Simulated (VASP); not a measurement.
# Ti (C2) in VASP: notebook

Runs on Ti. Level: PBE. Tasks: single point.

All numbers are computed with VASP 6.6.1; they aren't measurements. Logs are shortened: lines on timing, memory, paths and dates and some standing lists are left out, and cuts for length are marked.

### 1 The cell of the first run

The structure is monoclinic, space group C2 (No. 5). The conventional cell has a = 7.931 Å, b = 4.579 Å, c = 2.832 Å, α = 90.00°, β = 90.00°, γ = 90.00°. Within 3.7 Å of Ti (site symmetry 2) lie 14 Ti at 2.79 to 3.21 Å. Ti (site symmetry 1) has 11 Ti at 2.65 to 3.21 Å within 3.5 Å.

### 2 Single point, PBE (atoms displaced along a vibrational mode)

INCAR

```
SYSTEM = Ti
PREC = Accurate
ENCUT = 500
EDIFF = 1E-6
ISMEAR = 0
SIGMA = 0.15
LREAL = .False.
LASPH = .True.
NELM = 120
ALGO = Normal
ISIF = 2
LWAVE = .False.
LCHARG = .False.
GGA = PE
NBANDS = 25
GGA_COMPAT = .False.
```

KPOINTS

```
Automatic mesh
0
Gamma
  12 12 14
  0 0 0
```

POSCAR

```
Ti
1.0
    4.5790987804      0.0000000000      0.0000000000
   -2.2895493902      3.9656158702      0.0000000000
    0.0000000000      0.0000000000      2.8317615649
Ti
3
Direct
   -0.0329104060      0.0000000000      0.0000000000
    0.3497885363      0.6666666667      0.4745741305
    0.6831218697      0.3333333333      0.5254258695
```

Potentials or basis: VASP PAW PBE potentials, release 64 (Ti_sv).

Launch:

```console
$ cat potpaw_PBE.64/Ti_sv/POTCAR > POTCAR
$ mpirun -np 1 vasp_std > vasp.out
```

OUTCAR:

```text
SYSTEM = Ti
   PREC = Accurate
   ENCUT = 500
   EDIFF = 1E-6
   ISMEAR = 0
   LREAL = .False.
   LASPH = .True.
   NELM = 120
   ISIF = 2
   GGA = PE

 ion  position               nearest neighbor table
   1  0.967  0.000  0.000-   3 2.79   2 2.79   3 2.87   2 2.87
   2  0.350  0.667  0.475-   3 2.65   3 2.65   3 2.65   1 2.79   1 2.87
   3  0.683  0.333  0.525-   2 2.65   2 2.65   2 2.65   1 2.79   1 2.87

  LATTYP: Found a hexagonal cell.
 ALAT       =     4.5790987804
 C/A-ratio  =     0.6184102376

  Lattice vectors:

 A1 = (   4.5790987804,   0.0000000000,   0.0000000000)
 A2 = (  -2.2895493902,   3.9656158702,   0.0000000000)
 A3 = (   0.0000000000,   0.0000000000,   2.8317615649)

Analysis of symmetry for initial positions (statically):
=====================================================================
 Subroutine PRICEL returns:
 Original cell was already a primitive cell.

 Routine SETGRP: Setting up the symmetry group for a
 hexagonal supercell.

 Subroutine GETGRP returns: Found  2 space group operations
 (whereof  2 operations were pure point group operations)
 out of a pool of 24 trial point group operations.

The static configuration has the point symmetry C_2 .

Analysis of symmetry for dynamics (positions and initial velocities):
=====================================================================
 Subroutine PRICEL returns:
 Original cell was already a primitive cell.

 Routine SETGRP: Setting up the symmetry group for a
 hexagonal supercell.

 Subroutine GETGRP returns: Found  2 space group operations
 (whereof  2 operations were pure point group operations)
 out of a pool of 24 trial point group operations.

The dynamic configuration has the point symmetry C_2 .

 Subroutine INISYM returns: Found  2 space group operations
 (whereof  2 operations are pure point group operations),
 and found     1 'primitive' translations

----------------------------------------------------------------------------------------

                                     Primitive cell

  volume of cell :      51.4218

  direct lattice vectors                    reciprocal lattice vectors
     4.579098780  0.000000000  0.000000000     0.218383583  0.126083821  0.000000000
    -2.289549390  3.965615870  0.000000000     0.000000000  0.252167641  0.000000000
     0.000000000  0.000000000  2.831761565     0.000000000  0.000000000  0.353137076

  length of vectors
     4.579098780  4.579098780  2.831761565     0.252167641  0.252167641  0.353137076

  position of ions in fractional coordinates (direct lattice)
     0.967089594  0.000000000  0.000000000
     0.349788536  0.666666667  0.474574131
     0.683121870  0.333333333  0.525425869

  ion indices of the primitive-cell ions
   primitive index   ion index
                 1           1
                 2           2
                 3           3

----------------------------------------------------------------------------------------

 KPOINTS: Automatic mesh

Automatic generation of k-mesh.
 Grid dimensions read from file:
 generate k-points for:   12   12   14

 Generating k-lattice:

  Cartesian coordinates                     Fractional coordinates (reciprocal lattice)
     0.018198632  0.010506985  0.000000000     0.083333333  0.000000000  0.000000000
     0.000000000  0.021013970  0.000000000     0.000000000  0.083333333  0.000000000
     0.000000000  0.000000000  0.025224077     0.000000000  0.000000000  0.071428571

  Length of vectors
     0.021013970  0.021013970  0.025224077

  Shift w.r.t. Gamma in fractional coordinates (k-lattice)
     0.000000000  0.000000000  0.000000000

 Subroutine IBZKPT returns following result:
 ===========================================

 Found    554 irreducible k-points:

 Following reciprocal coordinates:
            Coordinates               Weight
  0.000000  0.000000  0.000000      1.000000
  0.083333 -0.000000  0.000000      4.000000
  0.000000  0.083333  0.000000      2.000000
  0.166667  0.000000  0.000000      4.000000
  0.000000  0.166667  0.000000      2.000000
  0.250000 -0.000000  0.000000      4.000000
[... 16 lines left out ...]
 -0.083333  0.416667  0.000000      4.000000
 -0.416667  0.333333  0.000000      4.000000
 [... further k-points ...]
   k-points           NKPTS =    554   k-points in BZ     NKDIM =    554   number of bands    NBANDS=     25
   number of dos      NEDOS =    301   number of ions     NIONS =      3
   total plane-waves  NPLWV =  31104
   dimension x,y,z NGX =    36 NGY =   36 NGZ =   24
   dimension x,y,z NGXF=    72 NGYF=   72 NGZF=   48
   ions per type =               3
   NGX,Y,Z   is equivalent  to a cutoff of  13.07, 13.07, 14.09 a.u.
   NGXF,Y,Z  is equivalent  to a cutoff of  26.14, 26.14, 28.18 a.u.
 SYSTEM =  Ti
   PREC   = accura    normal or accurate (medium, high low for compatibility)
   ISTART =      0    job   : 0-new  1-cont  2-samecut
   ICHARG =      2    charge: 1-file 2-atom 10-const
   ISPIN  =      1    spin polarized calculation?
   LNONCOLLINEAR =      F non collinear calculations
   LSORBIT =      F    spin-orbit coupling
   LASPH  =      T    aspherical Exc in radial PAW
   ENCUT  =  500.0 eV  36.75 Ry    6.06 a.u.   8.35  8.35  5.16*2*pi/ulx,y,z
   NELM   =    120;   NELMIN=  2; NELMDL= -5     # of ELM steps
   EDIFF  = 0.1E-05   stopping-criterion for ELM
   LREAL  =      F    real-space projection
   EDIFFG = 0.1E-04   stopping-criterion for IOM
   NSW    =      0    number of steps for IOM
   IBRION =     -1    ionic relax: 0-MD 1-quasi-New 2-CG
   NFREE  =      0    steps in history (QN), initial steepest desc. (CG)
   ISIF   =      2    stress and relaxation
   ISYM   =      2    0-nonsym 1-usesym 2-fastsym
   POTIM  = 0.5000    time-step for ionic-motion
   TEBEG  =    0.0;   TEEND  =   0.0 temperature during run
   PSTRESS=    0.0 pullay stress
   NELECT =      36.0000    total number of electrons
   NUPDOWN=      -1.0000    fix difference up-down
   EMIN   =  10.00;   EMAX   =-10.00  energy-range for DOS
   EFERMI =   0.00;   METHOD = LEGACY
   ISMEAR =     0;   SIGMA  =   0.15  broadening in eV -4-tet -1-fermi 0-gaus
   EFERMI_NEDOS =   21; number of points for ismear=-14 and -15
   IALGO  =     38    algorithm
   IMIX   =      4    mixing-type and parameters
     AMIX     =   0.40;   BMIX     =  1.00
     AMIX_MAG =   1.60;   BMIX_MAG =  1.00
  volume/ion in A,a.u.               =      17.14       115.67
  Fermi-wavevector in a.u.,A,eV,Ry     =   1.453650  2.747000 28.750452  2.113099
  Thomas-Fermi vector in A             =   2.570892
   LORBIT       =      0    0 simple, 1 ext, 2 COOP (PROOUT), +10 PAW based schemes
   GGA     = PE    functional components
   LHFCALC =     F    Hartree Fock is set to
   AEXX    =    0.0000 exact exchange contribution
   IVDW    =     0    specifies the selected vdW correction
   LEPSILON=     F    determine dielectric tensor
   LRPA    =     F    only Hartree local field effects (RPA)
 non-spin polarized calculation
 Gauss-broadening in eV      SIGMA  =   0.15
  energy-cutoff  :      500.00
  volume of cell :       51.42
 maximum number of plane-waves:      1330
 NGX is ok and might be reduce to    36
   NGX = 17   NGY = 17   NGZ = 11

 number of electron      35.9999996 magnetization

 Free energy of the ion-electron system (eV)
  ---------------------------------------------------
  ext. energy  EPLUGINS =         0.00000000
  ---------------------------------------------------
  free energy    TOTEN  =       -23.43762524 eV

  energy without entropy =      -23.40631303  energy(sigma->0) =      -23.42196914

 E-fermi :   8.3399     XC(G=0): -11.5459

 val. band max:        8.3376897450   @ k =  -0.0833   0.3333   0.0714
 cond. band min:       8.3400819463   @ k =   0.2500   0.2500   0.2857
 fundamental gap:      0.0023922013
 Fermi energy:         8.3398549494

 k-point     1 :       0.0000    0.0000    0.0000
  band No.  band energies     occupation
      1     -48.4733      2.00000
      2     -48.2642      2.00000
      3     -48.1151      2.00000
      4     -24.8585      2.00000
      5     -24.8519      2.00000
      6     -24.6812      2.00000
[... 17 lines left out ...]
     24       9.9833      0.00000
     25      10.5605      0.00000

 k-point     2 :       0.0833   -0.0000    0.0000
  band No.  band energies     occupation
      1     -48.4719      2.00000
      2     -48.2630      2.00000
      3     -48.1177      2.00000
      4     -24.8870      2.00000
      5     -24.8422      2.00000
      6     -24.6876      2.00000
[... 17 lines left out ...]
     24      10.0119      0.00000
     25      10.5400      0.00000

 k-point     3 :       0.0000    0.0833    0.0000
  band No.  band energies     occupation
      1     -48.4718      2.00000
      2     -48.2631      2.00000
      3     -48.1177      2.00000
      4     -24.9026      2.00000
      5     -24.8015      2.00000
      6     -24.7308      2.00000
[... 17 lines left out ...]
     24      10.1906      0.00000
     25      10.3452      0.00000

 k-point     4 :       0.1667    0.0000    0.0000
  band No.  band energies     occupation
      1     -48.4682      2.00000
      2     -48.2593      2.00000
      3     -48.1255      2.00000
      4     -24.9181      2.00000
      5     -24.8526      2.00000
      6     -24.6585      2.00000
[... 17 lines left out ...]
     24      10.0018      0.00000
     25      10.6922      0.00000
[... 477 lines left out ...]
 k-point    22 :       0.3333    0.0833    0.0000
  band No.  band energies     occupation
      1     -48.4556      2.00000
      2     -48.2372      2.00000
      3     -48.1610      2.00000
      4     -24.9720      2.00000
      5     -24.8249      2.00000
      6     -24.6092      2.00000
[... 17 lines left out ...]
     24      10.6853      0.00000
     25      10.7990      0.00000

 k-point    23 :      -0.0833    0.4167    0.0000
  band No.  band energies     occupation
      1     -48.4543      2.00000
      2     -48.2393      2.00000
      3     -48.1604      2.00000
      4     -24.9738      2.00000
      5     -24.8022      2.00000
      6     -24.6372      2.00000
[... 17 lines left out ...]
     24      10.7518      0.00000
     25      10.8543      0.00000

 k-point    24 :      -0.4167    0.3333    0.0000
  band No.  band energies     occupation
      1     -48.4560      2.00000
      2     -48.2367      2.00000
      3     -48.1612      2.00000
      4     -24.9691      2.00000
      5     -24.8328      2.00000
      6     -24.6099      2.00000
[... 17 lines left out ...]
     24      10.6294      0.00000
     25      10.7887      0.00000

 [... further k-points ...]
[... 5 lines left out ...]
  --------------------------------------------------------------------------------------
  -------------------------------------------------------------------------------------
  Total        0.6980433      0.3066645      0.0917145      0.0000000     -0.0236598      0.0000000
  in kB       21.7493175      9.5549122      2.8575990      0.0000000     -0.7371822      0.0000000
  external PRESSURE =      11.3872762 kB  Pullay stress =       0.0000000 kB

 VOLUME and BASIS-vectors are now :
 -----------------------------------------------------------------------------
  energy-cutoff  :      500.00
  volume of cell :       51.42
      direct lattice vectors                 reciprocal lattice vectors
     4.579098780  0.000000000  0.000000000     0.218383583  0.126083821  0.000000000
    -2.289549390  3.965615870  0.000000000     0.000000000  0.252167641  0.000000000
     0.000000000  0.000000000  2.831761565     0.000000000  0.000000000  0.353137076

 POSITION                                       TOTAL-FORCE (eV/Angst)
 -----------------------------------------------------------------------------------
      4.42840      0.00000      0.00000         0.864689      0.000000      0.000000
      0.07535      2.64374      1.34388        -0.432344     -0.149562      0.208822
      2.36490      1.32187      1.48788        -0.432344      0.149562     -0.208822
 -----------------------------------------------------------------------------------
    total drift:                                0.000445      0.000000     -0.000000

  FREE ENERGIE OF THE ION-ELECTRON SYSTEM (eV)
  ---------------------------------------------------
  free  energy   TOTEN  =       -23.4376252422 eV

  energy  without entropy=      -23.4063130305  energy(sigma->0) =      -23.42196914
```

Run time: 4.5 min. Hardware: 1 thread of Intel Xeon 6975P-C (Granite Rapids), shared host; peak memory 0.57 GiB.

Results:

| Quantity | Value |
| --- | --- |
| Free energy | -23.4376 eV |
| Pressure | 1.1 GPa |
| Largest force | 0.865 eV/Å |
| Band gap on the k mesh | zero (bands 18 and 19 overlap by 0.32 eV) |

Forces on the atoms (eV/Å):
```
Ti   0.865  0.000  0.000
Ti  -0.432 -0.150  0.209
Ti  -0.432  0.150 -0.209
```

Levels at points of the mesh, in eV from the Fermi level:
| k point | band 16 | band 17 | band 18 | band 19 | band 20 | band 21 |
| --- | --- | --- | --- | --- | --- | --- |
| (0.00, 0.00, 0.00) | -0.77 | -0.55 | -0.53 | -0.01 | 0.84 | 1.23 |
| (0.50, 0.00, 0.00) | -0.70 | -0.50 | -0.18 | 0.32 | 0.64 | 1.04 |
| (0.00, 0.50, 0.00) | -0.66 | -0.38 | -0.21 | 0.14 | 0.55 | 1.05 |
| (0.00, 0.00, 0.50) | -1.70 | -1.53 | -1.50 | 0.79 | 0.81 | 1.52 |
| (0.50, 0.00, 0.50) | -1.13 | -0.76 | -0.51 | 0.37 | 0.84 | 0.92 |
| (0.00, 0.50, 0.50) | -1.26 | -0.75 | -0.48 | 0.28 | 0.95 | 0.96 |

Caveat: the cell differs from its parent crystal (atoms displaced along a vibrational mode).

### 3 Single point, PBE (atoms displaced along a vibrational mode)

INCAR

```
SYSTEM = Ti
ALGO     = Normal         ! electronic algorithm
EDIFF    = 1E-6           ! SCF threshold, eV
ENCUT    = 500            ! plane-wave cutoff, eV
GGA      = PE             ! functional
GGA_COMPAT= .False.      
ISIF     = 2              ! what is computed and relaxed
ISMEAR   = 0              ! smearing method
LASPH    = .True.         ! aspherical terms in the spheres
LCHARG   = .False.        ! write CHGCAR
LREAL    = .False.        ! projectors in reciprocal space
LWAVE    = .False.        ! write WAVECAR
NBANDS   = 25             ! bands
NELM     = 120            ! most SCF steps
PREC     = Accurate       ! precision mode
SIGMA    = 0.15           ! smearing width, eV
```

KPOINTS

```
k-points
0
Gamma
  12 12 14
  0 0 0
```

POSCAR

```
Ti
1.0
    4.5790987804      0.0000000000      0.0000000000
   -2.2895493902      3.9656158702      0.0000000000
    0.0000000000      0.0000000000      2.8317615649
Ti
3
Direct
   -0.0493546898      0.0000000000      0.0000000000
    0.3580106782      0.6666666667      0.4745741305
    0.6913440116      0.3333333333      0.5254258695
```

Potentials or basis: VASP PAW PBE potentials, release 64 (Ti_sv).

Launch:

```console
$ cat potpaw_PBE.64/Ti_sv/POTCAR > POTCAR
$ mpirun -np 1 vasp_std > vasp.out
```

Run time: 5.2 min. Hardware: 1 thread of Intel Xeon 6975P-C (Granite Rapids), shared host; peak memory 0.57 GiB.

It converged, with:

```yaml
Free_energy: -23.3002 eV
Pressure: 2.7 GPa
Largest_force: 1.596 eV/Å
Band_gap_on_the_k_mesh: zero (bands 18 and 19 overlap by 0.32 eV)
```

Forces in eV/Å, atoms in the order of the input:
```
Ti   1.596  0.000  0.000
Ti  -0.798 -0.321  0.175
Ti  -0.798  0.321 -0.175
```

Stress tensor (GPa, compression positive):
```
 4.46  0.00  0.00
 0.00  2.61 -0.12
 0.00 -0.12  0.98
```

Levels at points of the mesh, in eV from the Fermi level:
```csv
k point,band 16,band 17,band 18,band 19,band 20,band 21
"(0.00, 0.00, 0.00)",-0.85,-0.52,-0.49,0.06,1.00,1.20
"(0.50, 0.00, 0.00)",-0.88,-0.60,-0.12,0.43,0.82,0.98
"(0.00, 0.50, 0.00)",-0.83,-0.44,-0.16,0.22,0.53,1.00
"(0.00, 0.00, 0.50)",-1.67,-1.51,-1.45,0.79,0.82,1.51
"(0.50, 0.00, 0.50)",-1.12,-0.77,-0.45,0.42,0.84,0.90
"(0.00, 0.50, 0.50)",-1.39,-0.77,-0.42,0.27,0.98,1.10
```

Caveat: the cell differs from its parent crystal (atoms displaced along a vibrational mode); forces of over 1 eV/Å act on the atoms, so gaps and moduli don't describe the material at rest.
